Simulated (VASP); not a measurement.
# Ti2O (P-3m1) in VASP: notebook

The runs below take Ti2O through single point, with PBEsol.

Program: VASP 6.6.1. These are calculated values, not measurements. Logs are shortened: lines on timing, memory, paths and dates and some standing lists are left out, and cuts for length are marked.

## 1. The cell of the first run

It takes space group P-3m1 (No. 164, trigonal). The conventional cell has a = 2.919 Å, b = 2.919 Å, c = 4.713 Å, α = 90.00°, β = 90.00°, γ = 120.00°. Ti (site symmetry 3m) has 3 O at 2.14 Å and 3 Ti at 2.68 Å within 2.8 Å. Within 2.8 Å of O (site symmetry -3m) lie 6 Ti at 2.14 Å.

## 2. Single point, PBEsol

Contents of INCAR:

```
PREC = Accurate ; ENCUT = 520
EDIFF = 1E-7 ; ISMEAR = 0
SIGMA = 0.1 ; LREAL = False
LASPH = True ; NELM = 80
ALGO = Normal ; ISIF = 2
LWAVE = False ; LCHARG = False
GGA = PS ; NBANDS = 22
```

Contents of KPOINTS:

```
Automatic mesh
0
Gamma
  24 24 14
```

Contents of POSCAR:

```
Ti2O
1.0
    2.9193980238      0.0000000000      0.0000000000
   -1.4596990119      2.5282728524      0.0000000000
    0.0000000000      0.0000000000      4.7130000000
Ti O
2 1
Direct
    0.6666666667      0.3333333333      0.2787400000
    0.3333333333      0.6666666667      0.7212600000
    0.0000000000      0.0000000000      0.0000000000
```

Potentials or basis: VASP PAW PBE potentials, release 64 (Ti_sv, O).

The run is started by

```
cat potpaw_PBE.64/Ti_sv/POTCAR potpaw_PBE.64/O/POTCAR > POTCAR
mpirun -np 1 vasp_std > vasp.out
```

OUTCAR:

```text
PREC = Accurate
   ENCUT = 520
   EDIFF = 1E-7
   ISMEAR = 0
   LREAL = False
   LASPH = True
   NELM = 80
   ISIF = 2
   GGA = PS

 ion  position               nearest neighbor table
   1  0.667  0.333  0.279-   3 2.14   3 2.14   3 2.14   2 2.68   2 2.68   2 2.68
   2  0.333  0.667  0.721-   3 2.14   3 2.14   3 2.14   1 2.68   1 2.68   1 2.68
   3  0.000  0.000  0.000-   1 2.14   2 2.14   1 2.14   2 2.14   1 2.14   2 2.14

  LATTYP: Found a hexagonal cell.
 ALAT       =     2.9193980238
 C/A-ratio  =     1.6143739091

  Lattice vectors:

 A1 = (   2.9193980238,   0.0000000000,   0.0000000000)
 A2 = (  -1.4596990119,   2.5282728524,   0.0000000000)
 A3 = (   0.0000000000,   0.0000000000,   4.7130000000)

Analysis of symmetry for initial positions (statically):
=====================================================================
 Subroutine PRICEL returns:
 Original cell was already a primitive cell.

 Routine SETGRP: Setting up the symmetry group for a
 hexagonal supercell.

 Subroutine GETGRP returns: Found 12 space group operations
 (whereof 12 operations were pure point group operations)
 out of a pool of 24 trial point group operations.

The static configuration has the point symmetry D_3d.

Analysis of symmetry for dynamics (positions and initial velocities):
=====================================================================
 Subroutine PRICEL returns:
 Original cell was already a primitive cell.

 Routine SETGRP: Setting up the symmetry group for a
 hexagonal supercell.

 Subroutine GETGRP returns: Found 12 space group operations
 (whereof 12 operations were pure point group operations)
 out of a pool of 24 trial point group operations.

The dynamic configuration has the point symmetry D_3d.

 Subroutine INISYM returns: Found 12 space group operations
 (whereof 12 operations are pure point group operations),
 and found     1 'primitive' translations

----------------------------------------------------------------------------------------

                                     Primitive cell

  volume of cell :      34.7868

  direct lattice vectors                    reciprocal lattice vectors
     2.919398024  0.000000000  0.000000000     0.342536369  0.197763465  0.000000000
    -1.459699012  2.528272852  0.000000000     0.000000000  0.395526930  0.000000000
     0.000000000  0.000000000  4.713000000     0.000000000  0.000000000  0.212179079

  length of vectors
     2.919398024  2.919398024  4.713000000     0.395526930  0.395526930  0.212179079

  position of ions in fractional coordinates (direct lattice)
     0.666666667  0.333333333  0.278740000
     0.333333333  0.666666667  0.721260000
     0.000000000  0.000000000  0.000000000

  ion indices of the primitive-cell ions
   primitive index   ion index
                 1           1
                 2           2
                 3           3

----------------------------------------------------------------------------------------

 KPOINTS: Automatic mesh

Automatic generation of k-mesh.
 Grid dimensions read from file:
 generate k-points for:   24   24   14

 Generating k-lattice:

  Cartesian coordinates                     Fractional coordinates (reciprocal lattice)
     0.014272349  0.008240144  0.000000000     0.041666667  0.000000000  0.000000000
     0.000000000  0.016480289  0.000000000     0.000000000  0.041666667  0.000000000
     0.000000000  0.000000000  0.015155649     0.000000000  0.000000000  0.071428571

  Length of vectors
     0.016480289  0.016480289  0.015155649

  Shift w.r.t. Gamma in fractional coordinates (k-lattice)
     0.000000000  0.000000000  0.000000000

 Subroutine IBZKPT returns following result:
 ===========================================

 Found    776 irreducible k-points:

 Following reciprocal coordinates:
            Coordinates               Weight
  0.000000  0.000000  0.000000      1.000000
  0.041667 -0.000000  0.000000      6.000000
  0.083333 -0.000000  0.000000      6.000000
  0.125000  0.000000  0.000000      6.000000
  0.166667  0.000000  0.000000      6.000000
  0.208333  0.000000  0.000000      6.000000
[... 16 lines left out ...]
  0.416667  0.041667  0.000000     12.000000
  0.458333  0.041667  0.000000     12.000000
 [... further k-points ...]
   k-points           NKPTS =    776   k-points in BZ     NKDIM =    776   number of bands    NBANDS=     22
   number of dos      NEDOS =    301   number of ions     NIONS =      3
   total plane-waves  NPLWV =  20736
   dimension x,y,z NGX =    24 NGY =   24 NGZ =   36
   dimension x,y,z NGXF=    48 NGYF=   48 NGZF=   72
   ions per type =               2   1
   NGX,Y,Z   is equivalent  to a cutoff of  13.67, 13.67, 12.70 a.u.
   NGXF,Y,Z  is equivalent  to a cutoff of  27.33, 27.33, 25.40 a.u.
 SYSTEM =  unknown system
   PREC   = accura    normal or accurate (medium, high low for compatibility)
   ISTART =      0    job   : 0-new  1-cont  2-samecut
   ICHARG =      2    charge: 1-file 2-atom 10-const
   ISPIN  =      1    spin polarized calculation?
   LNONCOLLINEAR =      F non collinear calculations
   LSORBIT =      F    spin-orbit coupling
   LASPH  =      T    aspherical Exc in radial PAW
   ENCUT  =  520.0 eV  38.22 Ry    6.18 a.u.   5.43  5.43  8.76*2*pi/ulx,y,z
   NELM   =     80;   NELMIN=  2; NELMDL= -5     # of ELM steps
   EDIFF  = 0.1E-06   stopping-criterion for ELM
   LREAL  =      F    real-space projection
   EDIFFG = 0.1E-05   stopping-criterion for IOM
   NSW    =      0    number of steps for IOM
   IBRION =     -1    ionic relax: 0-MD 1-quasi-New 2-CG
   NFREE  =      0    steps in history (QN), initial steepest desc. (CG)
   ISIF   =      2    stress and relaxation
   ISYM   =      2    0-nonsym 1-usesym 2-fastsym
   POTIM  = 0.5000    time-step for ionic-motion
   TEBEG  =    0.0;   TEEND  =   0.0 temperature during run
   PSTRESS=    0.0 pullay stress
   NELECT =      30.0000    total number of electrons
   NUPDOWN=      -1.0000    fix difference up-down
   EMIN   =  10.00;   EMAX   =-10.00  energy-range for DOS
   EFERMI =   0.00;   METHOD = LEGACY
   ISMEAR =     0;   SIGMA  =   0.10  broadening in eV -4-tet -1-fermi 0-gaus
   EFERMI_NEDOS =   21; number of points for ismear=-14 and -15
   IALGO  =     38    algorithm
   IMIX   =      4    mixing-type and parameters
     AMIX     =   0.40;   BMIX     =  1.00
     AMIX_MAG =   1.60;   BMIX_MAG =  1.00
  volume/ion in A,a.u.               =      11.60        78.25
  Fermi-wavevector in a.u.,A,eV,Ry     =   1.558274  2.944710 33.037889  2.428216
  Thomas-Fermi vector in A             =   2.661802
   LORBIT       =      0    0 simple, 1 ext, 2 COOP (PROOUT), +10 PAW based schemes
   GGA     = PS    functional components
   LHFCALC =     F    Hartree Fock is set to
   AEXX    =    0.0000 exact exchange contribution
   IVDW    =     0    specifies the selected vdW correction
   LEPSILON=     F    determine dielectric tensor
   LRPA    =     F    only Hartree local field effects (RPA)
 non-spin polarized calculation
 Gauss-broadening in eV      SIGMA  =   0.10
  energy-cutoff  :      520.00
  volume of cell :       34.79
 maximum number of plane-waves:       966
 NGX is ok and might be reduce to    24
   NGX = 11   NGY = 11   NGZ = 17

 number of electron      29.9999990 magnetization

 Free energy of the ion-electron system (eV)
  ---------------------------------------------------
  ext. energy  EPLUGINS =         0.00000000
  ---------------------------------------------------
  free energy    TOTEN  =       -27.51790519 eV

  energy without entropy =      -27.51371019  energy(sigma->0) =      -27.51580769

 E-fermi :  10.3172     XC(G=0): -12.7152

 val. band max:       10.3111346658   @ k =   0.2500   0.0000   0.2857
 cond. band min:      10.3197519317   @ k =   0.0000   0.1250   0.2143
 fundamental gap:      0.0086172658
 Fermi energy:        10.3172082458

 k-point     1 :       0.0000    0.0000    0.0000
  band No.  band energies     occupation
      1     -46.6196      2.00000
      2     -46.4349      2.00000
      3     -23.4601      2.00000
      4     -22.6691      2.00000
      5     -22.6691      2.00000
      6     -22.5572      2.00000
[... 14 lines left out ...]
     21      11.6523      0.00000
     22      14.4799      0.00000

 k-point     2 :       0.0417   -0.0000    0.0000
  band No.  band energies     occupation
      1     -46.6175      2.00000
      2     -46.4342      2.00000
      3     -23.4546      2.00000
      4     -22.6827      2.00000
      5     -22.6726      2.00000
      6     -22.5557      2.00000
[... 14 lines left out ...]
     21      11.7293      0.00000
     22      14.3487      0.00000

 k-point     3 :       0.0833   -0.0000    0.0000
  band No.  band energies     occupation
      1     -46.6113      2.00000
      2     -46.4321      2.00000
      3     -23.4382      2.00000
      4     -22.7192      2.00000
      5     -22.6825      2.00000
      6     -22.5844      2.00000
[... 14 lines left out ...]
     21      11.9069      0.00000
     22      14.0800      0.00000

 k-point     4 :       0.1250    0.0000    0.0000
  band No.  band energies     occupation
      1     -46.6012      2.00000
      2     -46.4289      2.00000
      3     -23.4117      2.00000
      4     -22.7723      2.00000
      5     -22.6979      2.00000
      6     -22.6328      2.00000
[... 14 lines left out ...]
     21      12.1268      0.00000
     22      13.8046      0.00000

 k-point     5 :       0.1667    0.0000    0.0000
  band No.  band energies     occupation
      1     -46.5878      2.00000
      2     -46.4249      2.00000
      3     -23.3765      2.00000
      4     -22.8379      2.00000
      5     -22.7174      2.00000
      6     -22.6937      2.00000
[... 14 lines left out ...]
     21      12.3611      0.00000
     22      13.5794      0.00000

 k-point     6 :       0.2083    0.0000    0.0000
  band No.  band energies     occupation
      1     -46.5718      2.00000
      2     -46.4206      2.00000
      3     -23.3343      2.00000
      4     -22.9125      2.00000
      5     -22.7608      2.00000
      6     -22.7394      2.00000
[... 14 lines left out ...]
     21      12.5960      0.00000
     22      13.4560      0.00000

 k-point     7 :       0.2500    0.0000    0.0000
  band No.  band energies     occupation
      1     -46.5540      2.00000
      2     -46.4165      2.00000
      3     -23.2879      2.00000
      4     -22.9919      2.00000
      5     -22.8278      2.00000
      6     -22.7623      2.00000
[... 324 lines left out ...]
      6     -22.7928      2.00000
[... 14 lines left out ...]
     21      13.1537      0.00000
     22      13.9660      0.00000

 k-point    21 :       0.3333    0.0417    0.0000
  band No.  band energies     occupation
      1     -46.5075      2.00000
      2     -46.4105      2.00000
      3     -23.1872      2.00000
      4     -23.1740      2.00000
      5     -22.9498      2.00000
      6     -22.8146      2.00000
[... 14 lines left out ...]
     21      13.2655      0.00000
     22      13.8905      0.00000

 k-point    22 :       0.3750    0.0417    0.0000
  band No.  band energies     occupation
      1     -46.4918      2.00000
      2     -46.4106      2.00000
      3     -23.2337      2.00000
      4     -23.1698      2.00000
      5     -22.9515      2.00000
      6     -22.8323      2.00000
[... 14 lines left out ...]
     21      13.3529      0.00000
     22      13.7880      0.00000

 k-point    23 :       0.4167    0.0417    0.0000
  band No.  band energies     occupation
      1     -46.4796      2.00000
      2     -46.4118      2.00000
      3     -23.2733      2.00000
      4     -23.1714      2.00000
      5     -22.9321      2.00000
      6     -22.8456      2.00000
[... 14 lines left out ...]
     21      13.4825      0.00000
     22      13.6948      0.00000

 k-point    24 :       0.4583    0.0417    0.0000
  band No.  band energies     occupation
      1     -46.4727      2.00000
      2     -46.4130      2.00000
      3     -23.2938      2.00000
      4     -23.1759      2.00000
      5     -22.9113      2.00000
      6     -22.8543      2.00000
[... 14 lines left out ...]
     21      13.5748      0.00000
     22      13.6557      0.00000

 [... further k-points ...]

------------------------ aborting loop because EDIFF is reached ----------------------------------------

  FORCE on cell =-STRESS in cart. coord.  units (eV):
  Direction    XX          YY          ZZ          XY          YZ          ZX
  --------------------------------------------------------------------------------------
  -------------------------------------------------------------------------------------
  Total        0.6568544      0.6568544      1.7159701      0.0000000      0.0000000      0.0000000
  in kB       30.2527618     30.2527618     79.0324796      0.0000000      0.0000000      0.0000000
  external PRESSURE =      46.5126678 kB  Pullay stress =       0.0000000 kB

 VOLUME and BASIS-vectors are now :
 -----------------------------------------------------------------------------
  energy-cutoff  :      520.00
  volume of cell :       34.79
      direct lattice vectors                 reciprocal lattice vectors
     2.919398024  0.000000000  0.000000000     0.342536369  0.197763465  0.000000000
    -1.459699012  2.528272852  0.000000000     0.000000000  0.395526930  0.000000000
     0.000000000  0.000000000  4.713000000     0.000000000  0.000000000  0.212179079

 POSITION                                       TOTAL-FORCE (eV/Angst)
 -----------------------------------------------------------------------------------
      1.45970      0.84276      1.31370        -0.000000      0.000000     -1.278773
     -0.00000      1.68552      3.39930         0.000000      0.000000      1.278773
      0.00000      0.00000      0.00000        -0.000000      0.000000     -0.000000
 -----------------------------------------------------------------------------------
    total drift:                               -0.000000      0.000000      0.000000

  FREE ENERGIE OF THE ION-ELECTRON SYSTEM (eV)
  ---------------------------------------------------
  free  energy   TOTEN  =       -27.5179051898 eV

  energy  without entropy=      -27.5137101931  energy(sigma->0) =      -27.51580769
```

It took 3.8 min on 1 thread of Intel Xeon 6975P-C (Granite Rapids), shared host; peak memory 0.58 GiB.

What came out:

| Property | Result |
| --- | --- |
| Free energy | -27.5179 eV |
| Pressure | 4.7 GPa |
| Largest force | 1.279 eV/Å |
| Band gap on the k mesh | zero (bands 15 and 16 overlap by 0.94 eV) |

Forces in eV/Å, atoms in the order of the input:
```
Ti   0.000  0.000 -1.279
Ti   0.000  0.000  1.279
O    0.000  0.000  0.000
```

Stress tensor (GPa, compression positive):
```
3.03 0.00 0.00
0.00 3.03 0.00
0.00 0.00 7.90
```

Caveat: the cell stands under pressure; the PAW data sets were made with another functional, which shifts forces and pressure a little.

## 3. Single point, PBEsol

Contents of INCAR:

```
SYSTEM = Ti2O
PREC = Accurate ; ENCUT = 520
EDIFF = 1E-6 ; ISMEAR = 0
SIGMA = 0.1 ; LREAL = .False.
LASPH = .True. ; NELM = 100
ALGO = Normal ; ISIF = 2
LWAVE = .False. ; LCHARG = .False.
GGA = PS ; NBANDS = 22
```

Contents of KPOINTS:

```
regular mesh
0
Gamma
  18 18 10
  0 0 0
```

POSCAR is that of step 2.

Potentials or basis: VASP PAW PBE potentials, release 64 (Ti_sv, O).

The run is started by

```
cat potpaw_PBE.64/Ti_sv/POTCAR potpaw_PBE.64/O/POTCAR > POTCAR
mpirun -np 1 vasp_std > vasp.out
```

Run time: 4.5 min. Hardware: 1 thread of Intel Xeon 8259CL, shared host; peak memory 0.33 GiB.

The run converged. Its results:

| Item | Value |
| --- | --- |
| Free energy | -27.5179 eV |
| Pressure | 4.7 GPa |
| Largest force | 1.281 eV/Å |
| Band gap on the k mesh | zero (bands 15 and 16 overlap by 0.92 eV) |

Forces in eV/Å, atoms in the order of the input:
```
Ti   0.000  0.000 -1.281
Ti   0.000  0.000  1.281
O    0.000  0.000  0.000
```

Stress tensor (GPa, compression positive):
```
3.02 0.00 0.00
0.00 3.02 0.00
0.00 0.00 7.96
```

Levels at points of the mesh, in eV from the Fermi level:
| k point | band 12 | band 13 | band 14 | band 15 | band 16 | band 17 | band 18 | band 19 |
| --- | --- | --- | --- | --- | --- | --- | --- | --- |
| (0.00, 0.00, 0.00) | -5.77 | -3.74 | -0.43 | 0.34 | 0.43 | 0.43 | 0.93 | 0.93 |
| (0.50, 0.00, 0.00) | -6.31 | -2.87 | -1.40 | -0.47 | 1.23 | 1.67 | 2.96 | 3.05 |
| (0.00, 0.00, 0.50) | -5.87 | -2.04 | -1.60 | 0.07 | 0.07 | 1.41 | 1.97 | 1.97 |
| (0.50, 0.00, 0.50) | -6.21 | -1.64 | -1.43 | -0.64 | -0.44 | 0.79 | 2.95 | 3.07 |

Caveat: the cell stands under pressure; the PAW data sets were made with another functional, which shifts forces and pressure a little.

## 4. Single point, PBEsol

Contents of INCAR:

```
PREC = Accurate
ENCUT = 520
EDIFF = 1E-6
ISMEAR = 0
SIGMA = 0.1
LREAL = False
LASPH = True
NELM = 60
ALGO = Normal
ISIF = 2
LWAVE = False
LCHARG = False
GGA = PS
ISYM = 0
NBANDS = 22
```

Contents of KPOINTS:

```
Automatic mesh
0
Gamma
  18 18 8
  0.5 0.5 0.5
```

POSCAR is that of step 3.

The run is started by

```
cat potpaw_PBE.64/Ti_sv/POTCAR potpaw_PBE.64/O/POTCAR > POTCAR
mpirun -np 1 vasp_std > vasp.out
```

It took 26 min on 1 thread of AMD EPYC 9R45 (Zen 5), shared host; peak memory 2.3 GiB.

It converged, with:

```yaml
Free_energy: -27.5178 eV
Pressure: 4.7 GPa
Largest_force: 1.280 eV/Å
Band_gap_on_the_k_mesh: zero (bands 15 and 16 overlap by 0.79 eV)
```

Forces in eV/Å, atoms in the order of the input:
```
Ti   0.000  0.000 -1.280
Ti   0.000  0.000  1.280
O    0.000  0.000  0.000
```

Stress tensor (GPa, compression positive):
```
3.02 0.00 0.00
0.00 3.02 0.00
0.00 0.00 8.01
```

Levels at points of the mesh, in eV from the Fermi level:
| k point | band 12 | band 13 | band 14 | band 15 | band 16 | band 17 | band 18 | band 19 |
| --- | --- | --- | --- | --- | --- | --- | --- | --- |
| (0.03, 0.03, 0.06) | -5.78 | -3.60 | -0.64 | 0.40 | 0.46 | 0.60 | 0.74 | 1.03 |

Caveat: the cell stands under pressure; the PAW data sets were made with another functional, which shifts forces and pressure a little.

## 5. The runs side by side

| k mesh | gap on the mesh (eV) | pressure (GPa) | largest force (eV/Å) |
| --- | --- | --- | --- |
| 24 × 24 × 14 | none | 4.7 | 1.28 |
| 18 × 18 × 10 | none | 4.7 | 1.28 |
| 18 × 18 × 8, shifted | none | 4.7 | 1.28 |

Alike in all rows: task single point; level PBEsol; potentials or basis VASP PAW PBE potentials, release 64 (Ti_sv, O); no spin polarisation; cell as given; cutoff (eV) 520; smearing gaussian 0.1 eV.

Caveats: the cell stands under pressure; the PAW data sets were made with another functional, which shifts forces and pressure a little.

Total energies depend on the potentials used, so only differences within one code and one set of settings carry meaning.
